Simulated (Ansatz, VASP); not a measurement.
**V: VASP beside Ansatz**

INCAR

```
SYSTEM = V
ALGO     = Normal         ! electronic algorithm
EDIFF    = 1E-6           ! SCF threshold, eV
EDIFFG   = -0.005         ! ionic threshold
ENCUT    = 600            ! plane-wave cutoff, eV
GGA      = PE             ! functional
IBRION   = 2              ! ionic algorithm
ISIF     = 3              ! what is computed and relaxed
ISMEAR   = -1             ! smearing method
ISPIN    = 2              ! spin polarisation
LASPH    = .TRUE.         ! aspherical terms in the spheres
LCHARG   = .FALSE.        ! write CHGCAR
LMAXMIX  = 4              ! l up to which the mixer works
LORBIT   = 11             ! projections on sites
LREAL    = .FALSE.        ! projectors in reciprocal space
LWAVE    = .FALSE.        ! write WAVECAR
MAGMOM   = 2              ! initial moments
NELM     = 150            ! most SCF steps
NSW      = 80             ! ionic steps
PREC     = Accurate       ! precision mode
SIGMA    = 0.05           ! smearing width, eV
```

The input KPOINTS:

```
k-points
0
G
  12 12 12
  0 0 0
```

The input POSCAR:

```
V
1.0
   -1.5143500000      1.5143500000      1.5143500000
    1.5143500000     -1.5143500000      1.5143500000
    1.5143500000      1.5143500000     -1.5143500000
V
1
Direct
    0.0000000000      0.0000000000      0.0000000000
```

input.yaml

```yaml
crystal:
  lattice:
    - [-1.51435, 1.51435, 1.51435]
    - [1.51435, -1.51435, 1.51435]
    - [1.51435, 1.51435, -1.51435]
  atoms:
    - { symbol: V, position: [0.0, 0.0, 0.0], spin: 2.0 }
kpoints:
  mp_grid: { grid: [12, 12, 12] }
scf:
  occupations: { method: fermi_dirac, width: 0.05 }
hamiltonian:
  xc: pbe
  pseudopotentials: { kind: all_electron, lapw: { basis_error: 0.001 } }
magnetization:
  spin_polarized: true
output:
  forces: true
  stress: true
relax:
  f_tol: 0.005
  max_steps: 60
  cell: {}
```

Alike in both runs: task relaxation of cell and atoms; functional PBE; k mesh 12 × 12 × 12; occupations fermi-dirac, width 0.05 eV; collinear spin.

|  | VASP | Ansatz |
| --- | --- | --- |
| version | VASP 6.6.1 | Ansatz 0.2.0 |
| potentials or method | VASP PAW PBE potentials, release 64 (V_sv), cutoff 600 eV | all-electron LAPW, scalar-relativistic |

Ansatz gave:

```
net moment per atom (μB)                                     : 0.00
relaxed volume (Å³/atom)                                     : 13.46
relaxed cell length with the largest relative difference (Å) : 2.595
```

Estimate VASP's values.

net moment per atom (μB): 0.00; relaxed volume (Å³/atom): 13.47; relaxed cell length with the largest relative difference (Å): 2.596.

Ansatz ran all-electron here, and VASP with PAW potentials.
